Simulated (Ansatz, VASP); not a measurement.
## CdSe in VASP and in Ansatz

INCAR

```
SYSTEM = CdSe
ALGO = Normal ; EDIFF = 1E-7
ENCUT = 520 ; GGA = PS
ISIF = 2 ; ISMEAR = 0
LASPH = .True. ; LCHARG = .True.
LELF = .True. ; LREAL = .False.
LVHAR = .True. ; LWAVE = .False.
NBANDS = 26 ; NELM = 100
PREC = Accurate ; SIGMA = 0.02
```

Contents of KPOINTS:

```
k-points
0
Gamma
  12 12 6
  0 0 0
```

Contents of POSCAR:

```
CdSe
1.0
    4.0154870425      0.0000000000      0.0000000000
   -2.0077435212      3.4775137874      0.0000000000
    0.0000000000      0.0000000000      6.6807117070
Cd Se
2 2
Direct
    0.6666666667      0.3333333333      0.5030442865
    0.3333333333      0.6666666667      1.0030442865
    0.6666666667      0.3333333333      0.8728157135
    0.3333333333      0.6666666667      0.3728157135
```

Input for Ansatz:

```yaml
crystal:
  lattice:
    - [4.0154870425, 0.0, 0.0]
    - [-2.0077435212, 3.4775137874, 0.0]
    - [0.0, 0.0, 6.680711707]
  atoms:
    - { symbol: Cd, position: [0.6666666667, 0.3333333333, 0.5030442865] }
    - { symbol: Cd, position: [0.3333333333, 0.6666666667, 1.0030442865] }
    - { symbol: Se, position: [0.6666666667, 0.3333333333, 0.8728157135] }
    - { symbol: Se, position: [0.3333333333, 0.6666666667, 0.3728157135] }
basis:
  ecutwfc: 420
kpoints:
  mp_grid: { grid: [12, 12, 6] }
  band_path: { path: [VBM, CBM], npoints: 2 }
hamiltonian:
  xc: pbesol
scf:
  occupations: { method: gaussian, width: 0.02 }
output:
  forces: true
  stress: true
  eigenvalues: true
checkpoint:
  read: start.run
  write: ck
  compress: false
  write_wavefunctions: false
  write_every: 100000
```

Alike in both runs: task single point; functional PBEsol; k mesh 12 × 12 × 6; occupations gaussian, width 0.02 eV; no spin polarisation.

|  | VASP | Ansatz |
| --- | --- | --- |
| version | VASP 6.6.1 | Ansatz 0.2.0 |
| potentials or method | VASP PAW PBE potentials, release 64 (Cd, Se), cutoff 520 eV | scalar-relativistic, plane waves, PAW |
| valence electrons in the cell | 36 | 72 |

|  | VASP | Ansatz | Ansatz less VASP |
| --- | --- | --- | --- |
| gap on the k mesh at the Fermi level (eV) | 0.87 | 0.86 | -0.012 |
| least direct gap on the mesh (eV) | 0.87 | 0.86 | -0.012 |
| pressure (GPa) | 15.8 | 15.0 | -0.77 |

VASP's potentials were made for PBE, not for PBEsol. VASP's potentials hold 36 valence electrons a cell and Ansatz's 72, so a difference there can come from the potentials and not from the codes.
